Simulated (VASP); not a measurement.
# Cu (I4/mmm) in VASP: a series of runs, part 2 of 2

VASP 6.6.1. Earlier steps stand in the parts before.

## Step 3: Single point, PBEsol

Contents of INCAR:

```
  ALGO = Normal
  EDIFF = 1E-6
  ENCUT = 600
  GGA = PS
  GGA_COMPAT = False
  ISIF = 2
  ISMEAR = -1
  LASPH = True
  LCHARG = False
  LREAL = False
  LWAVE = False
  NBANDS = 12
  NELM = 120
  PREC = Accurate
  SIGMA = 0.05
```

Contents of KPOINTS:

```
k-points
0
Gamma
  13 13 13
```

Contents of POSCAR:

```
Cu
1.0
   -1.4147752486      1.4147752486      1.4311247080
    1.4147752486     -1.4147752486      1.4311247080
    1.4147752486      1.4147752486     -1.4311247080
Cu
1
Direct
    0.0000000000      0.0000000000      0.0000000000
```

Potentials or basis: VASP PAW PBE potentials, release 64 (Cu).

The run is started by

```
$ cat potpaw_PBE.64/Cu/POTCAR > POTCAR
$ mpirun -np 1 vasp_std > vasp.out
```

OUTCAR:

```text
EDIFF = 1E-6
   ENCUT = 600
   GGA = PS
   ISIF = 2
   ISMEAR = -1
   LASPH = True
   LREAL = False
   NELM = 120
   PREC = Accurate

 ion  position               nearest neighbor table
   1  0.000  0.000  0.000-

  LATTYP: Found a body centered tetragonal cell.
 ALAT       =     2.8295504972
 C/A-ratio  =     1.0115562238

  Lattice vectors:

 A1 = (  -1.4147752486,   1.4147752486,   1.4311247080)
 A2 = (   1.4147752486,  -1.4147752486,   1.4311247080)
 A3 = (   1.4147752486,   1.4147752486,  -1.4311247080)

Analysis of symmetry for initial positions (statically):
=====================================================================
 Subroutine PRICEL returns:
 Original cell was already a primitive cell.

 Routine SETGRP: Setting up the symmetry group for a
 body centered tetragonal supercell.

 Subroutine GETGRP returns: Found 16 space group operations
 (whereof 16 operations were pure point group operations)
 out of a pool of 16 trial point group operations.

The static configuration has the point symmetry D_4h.

Analysis of symmetry for dynamics (positions and initial velocities):
=====================================================================
 Subroutine PRICEL returns:
 Original cell was already a primitive cell.

 Routine SETGRP: Setting up the symmetry group for a
 body centered tetragonal supercell.

 Subroutine GETGRP returns: Found 16 space group operations
 (whereof 16 operations were pure point group operations)
 out of a pool of 16 trial point group operations.

The dynamic configuration has the point symmetry D_4h.

 Subroutine INISYM returns: Found 16 space group operations
 (whereof 16 operations are pure point group operations),
 and found     1 'primitive' translations

----------------------------------------------------------------------------------------

                                     Primitive cell

  volume of cell :      11.4581

  direct lattice vectors                    reciprocal lattice vectors
[... 113 lines left out ...]
   IVDW    =     0    specifies the selected vdW correction
   LEPSILON=     F    determine dielectric tensor
   LRPA    =     F    only Hartree local field effects (RPA)
 non-spin polarized calculation
  energy-cutoff  :      600.00
  volume of cell :       11.46
 maximum number of plane-waves:       398
   NGX =  9   NGY =  9   NGZ =  9

 number of electron      10.9999986 magnetization

 Free energy of the ion-electron system (eV)
  ---------------------------------------------------
  ext. energy  EPLUGINS =         0.00000000
  ---------------------------------------------------
  free energy    TOTEN  =        -4.27575367 eV

  energy without entropy =       -4.27270603  energy(sigma->0) =       -4.27422985

 E-fermi :   7.7405     XC(G=0): -13.0865

 val. band max:        7.7127416119   @ k =  -0.3846   0.4615   0.0769
 cond. band min:       7.7577947143   @ k =  -0.2308  -0.3077   0.0769
 fundamental gap:      0.0450531024
 Fermi energy:         7.7405412810

 k-point     1 :       0.0000    0.0000    0.0000
  band No.  band energies     occupation
      1      -1.8361      2.00000
      2       4.5692      2.00000
      3       4.5692      2.00000
      4       4.6142      2.00000
      5       5.6267      2.00000
      6       5.6757      2.00000
      7      32.9499      0.00000
      8      33.1973      0.00000
      9      33.1973      0.00000
     10      36.6961      0.00000
     11      37.0037      0.00000
     12      37.0620      0.00000
[... 331 lines left out ...]
 k-point    24 :       0.4615    0.1538    0.0000
  band No.  band energies     occupation
      1       2.9253      2.00000
      2       3.9048      2.00000
      3       4.8973      2.00000
      4       5.5708      2.00000
      5       5.9435      2.00000
      6       8.6357      0.00000
      7      12.9478      0.00000
      8      20.4398      0.00000
      9      25.3569      0.00000
     10      32.1540      0.00000
     11      37.6170      0.00000
     12      38.7482      0.00000

 [... further k-points ...]

------------------------ aborting loop because EDIFF is reached ----------------------------------------

  FORCE on cell =-STRESS in cart. coord.  units (eV):
  Direction    XX          YY          ZZ          XY          YZ          ZX
  --------------------------------------------------------------------------------------
  -------------------------------------------------------------------------------------
  Total       -0.0575135     -0.0575135     -0.0287419      0.0000000      0.0000000      0.0000000
  in kB       -8.0420708     -8.0420708     -4.0189638      0.0000000      0.0000000      0.0000000
  external PRESSURE =      -6.7010351 kB  Pullay stress =       0.0000000 kB

 VOLUME and BASIS-vectors are now :
 -----------------------------------------------------------------------------
  energy-cutoff  :      600.00
  volume of cell :       11.46
      direct lattice vectors                 reciprocal lattice vectors
    -1.414775249  1.414775249  1.431124708     0.000000000  0.353413025  0.349375563
     1.414775249 -1.414775249  1.431124708     0.353413025  0.000000000  0.349375563
     1.414775249  1.414775249 -1.431124708     0.353413025  0.353413025  0.000000000

 POSITION                                       TOTAL-FORCE (eV/Angst)
 -----------------------------------------------------------------------------------
      0.00000      0.00000      0.00000        -0.000000      0.000000      0.000000
 -----------------------------------------------------------------------------------
    total drift:                               -0.000000     -0.000000      0.000000

  FREE ENERGIE OF THE ION-ELECTRON SYSTEM (eV)
  ---------------------------------------------------
  free  energy   TOTEN  =        -4.2757536727 eV

  energy  without entropy=       -4.2727060273  energy(sigma->0) =       -4.27422985
```

Run time: 29 s. Hardware: 1 thread of AMD EPYC 7R43 (Zen 3), shared host; peak memory 0.1 GiB.

Results:

```yaml
Free_energy: -4.2758 eV
Pressure: -0.7 GPa
Band_gap_on_the_k_mesh: zero (an odd number of electrons rules out a gap without spin polarisation)
```

Levels at points of the mesh, in eV from the Fermi level:
```tsv
k point	band 3	band 4	band 5	band 6	band 7	band 8	band 9	band 10
(0.00, 0.00, 0.00)	-3.17	-3.13	-2.11	-2.06	25.21	25.46	25.46	28.96
```

Caveat: the PAW data sets were made with another functional, which shifts forces and pressure a little.

## Step 4: Single point, HSE06

Contents of POSCAR:

```
Cu
1.0
   -1.4427933200      1.4427933200      1.3760814500
    1.4427933200     -1.4427933200      1.3760814500
    1.4427933200      1.4427933200     -1.3760814500
Cu
1
Direct
    0.0000000000      0.0000000000      0.0000000000
```

Contents of INCAR.step1:

```
SYSTEM = Cu
  PREC = Accurate
  ENCUT = 520
  EDIFF = 1E-5
  ISMEAR = -1
  SIGMA = 0.05
  LREAL = .FALSE.
  LASPH = .TRUE.
  NELM = 60
  ALGO = Normal
  ISIF = 2
  LWAVE = .TRUE.
  LCHARG = .FALSE.
  NBANDS = 12
  GGA = PE
```

Contents of INCAR.step2:

```
SYSTEM = Cu
  PREC = Accurate
  ENCUT = 520
  EDIFF = 1E-7
  ISMEAR = -1
  SIGMA = 0.05
  LREAL = .FALSE.
  LASPH = .TRUE.
  NELM = 60
  ALGO = Normal
  ISIF = 2
  LWAVE = .FALSE.
  LCHARG = .FALSE.
  GGA = PE
  LHFCALC = .TRUE.
  HFSCREEN = 0.2079
  PRECFOCK = Normal
  NBANDS = 12
  ISTART = 1
```

Contents of KPOINTS:

```
regular mesh
0
G
  8 8 8
  0 0 0
```

The run is started by

```
$ cat potpaw_PBE.64/Cu/POTCAR > POTCAR
$ cp INCAR.step1 INCAR
$ mpirun -np 1 vasp_std > vasp.out
$ cp INCAR.step2 INCAR
$ mpirun -np 1 vasp_std > vasp.out
```

Wall time 42 min (1 thread of Intel Xeon Platinum 8375C at 2.90GHz (Ice Lake), shared host); peak memory 0.23 GiB.

The run converged. Its results:

| Property | Result |
| --- | --- |
| Free energy | -3.5557 eV |
| Pressure | 7.7 GPa |
| Band gap on the k mesh | zero (an odd number of electrons rules out a gap without spin polarisation) |

Stress tensor (GPa, compression positive):
```
7.81 0.00 0.00
0.00 7.81 0.00
0.00 0.00 7.58
```

Levels at points of the mesh, in eV from the Fermi level:
```tsv
k point	band 4	band 5	band 6	band 7	band 8	band 9
(0.00, 0.00, 0.00)	-4.53	-3.63	-3.42	26.20	26.20	27.44
(0.50, 0.00, 0.00)	-3.22	-2.50	-0.36	5.56	18.65	19.08
(0.50, 0.50, 0.00)	-3.39	-2.57	-0.86	4.98	19.90	20.57
(0.50, 0.50, 0.50)	-2.77	-2.69	8.83	8.83	10.77	14.55
```

Caveat: the k points lie up to 0.39 Å⁻¹ apart, too coarse for converged energies and pressures of a metal; the PAW data sets were made with another functional, which shifts forces and pressure a little.

## Step 5: Single point, PBE0+D3(BJ)

POSCAR is that of step 4.

Contents of INCAR.step1:

```
ALGO = Normal
EDIFF = 1E-5
ENCUT = 520
GGA = PE
GGA_COMPAT = F
ISIF = 2
ISMEAR = 0
LASPH = T
LCHARG = F
LREAL = F
LWAVE = T
NBANDS = 12
NELM = 120
PREC = Accurate
SIGMA = 0.1
```

Contents of INCAR.step2:

```
AEXX = 0.25
ALGO = Normal
EDIFF = 1E-6
ENCUT = 520
GGA = PE
GGA_COMPAT = F
ISIF = 2
ISMEAR = 0
ISTART = 1
IVDW = 12
LASPH = T
LCHARG = F
LHFCALC = T
LREAL = F
LWAVE = F
NBANDS = 12
NELM = 120
PREC = Accurate
PRECFOCK = Normal
SIGMA = 0.1
```

Contents of KPOINTS:

```
k-points
0
Gamma
  8 8 8
```

The run is started by

```
$ cat potpaw_PBE.64/Cu/POTCAR > POTCAR
$ cp INCAR.step1 INCAR
$ mpirun -np 1 vasp_std > vasp.out
$ cp INCAR.step2 INCAR
$ mpirun -np 1 vasp_std > vasp.out
```

Run time: 17 min. Hardware: 1 thread of Intel Xeon 6975P-C (Granite Rapids), shared host; peak memory 0.14 GiB.

Results (log left out):

- Free energy: -4.4189 eV
- Pressure: -2.6 GPa
- Band gap on the k mesh: zero (an odd number of electrons rules out a gap without spin polarisation)
- Dispersion energy per atom: -0.649 eV

Stress tensor (GPa, compression positive):
```
-2.46  0.00  0.00
 0.00 -2.46  0.00
 0.00  0.00 -2.76
```

Levels at points of the mesh, in eV from the Fermi level:
| k point | band 4 | band 5 | band 6 | band 7 | band 8 | band 9 |
| --- | --- | --- | --- | --- | --- | --- |
| (0.00, 0.00, 0.00) | -4.92 | -4.02 | -3.82 | 26.61 | 26.61 | 27.85 |
| (0.50, 0.00, 0.00) | -3.60 | -2.87 | -0.61 | 5.96 | 19.05 | 19.51 |
| (0.50, 0.50, 0.00) | -3.77 | -2.95 | -1.19 | 5.36 | 20.30 | 20.99 |
| (0.50, 0.50, 0.50) | -3.16 | -3.07 | 9.24 | 9.24 | 11.18 | 14.96 |

Caveat: the k points lie up to 0.39 Å⁻¹ apart, too coarse for converged energies and pressures of a metal; three body term missing; the PAW data sets were made with another functional, which shifts forces and pressure a little.

## Step 6: Overview

```csv
level,cell,k mesh,cutoff (eV),smearing,grid for exact exchange (PRECFOCK),share of exact exchange,screening parameter,gap on the mesh (eV),pressure (GPa)
PBEsol,"a = 2.460 Å, angles 109.0, 109.0, 110.4°, 1 atom",13 × 13 × 13,600,fermi-dirac 0.05 eV,-,-,-,none,-0.7
PBEsol,"a = 2.460 Å, angles 109.8, 109.8, 108.8°, 1 atom",13 × 13 × 13,600,fermi-dirac 0.05 eV,-,-,-,none,-0.7
HSE06,"a = 2.461 Å, angles 108.2, 108.2, 112.0°, 1 atom",8 × 8 × 8,520,fermi-dirac 0.05 eV,Normal,0.25,0.2079 1/Å,none,7.7
PBE0+D3(BJ),"a = 2.461 Å, angles 108.2, 108.2, 112.0°, 1 atom",8 × 8 × 8,520,gaussian 0.1 eV,Normal,0.25,-,none,-2.6
```

Alike in all rows: task single point; potentials or basis VASP PAW PBE potentials, release 64 (Cu); no spin polarisation.

Caveats: some runs use coarse meshes; the PAW data sets were made with another functional, which shifts forces and pressure a little; three body term missing (at least some runs).

Absolute energies hang on the potentials; compare differences alone.
